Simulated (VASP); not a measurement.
Crystal: ZnSe.

```
Se Zn
1.0
     0.00000    2.88938    2.88938
     2.88938    0.00000    2.88938
     2.88938    2.88938    0.00000
Se Zn
1 1
Cartesian
  4.3341 4.3341 4.3341
  0.0000 0.0000 0.0000
```

Base run:

| Item | Value |
| --- | --- |
| Program | VASP 6.6.1 |
| Functional | b88 exchange, pbe correlation |
| Potentials or basis | VASP PAW PBE potentials, release 64 (Se, Zn) |
| Cutoff | 500 eV |
| k mesh | 8 × 8 × 8 |
| Occupations | fermi-dirac, width 0.05 eV |
| Spin | no spin polarisation |

Its results: band gap on the k mesh 1.06 eV; pressure -1.2 GPa.

Problem. The run is repeated on the same cell with these changes: functional from b88 exchange, pbe correlation to r2SCANh; cutoff from 500 eV to 520 eV; k mesh from 8 × 8 × 8 to 4 × 4 × 4. What comes out?

Solution. Band gap on the k mesh 2.24 eV; pressure -3.3 GPa.

Several settings changed at once.

Caveats: some runs use coarse meshes; the PAW data sets were made with another functional, which shifts forces and pressure a little.

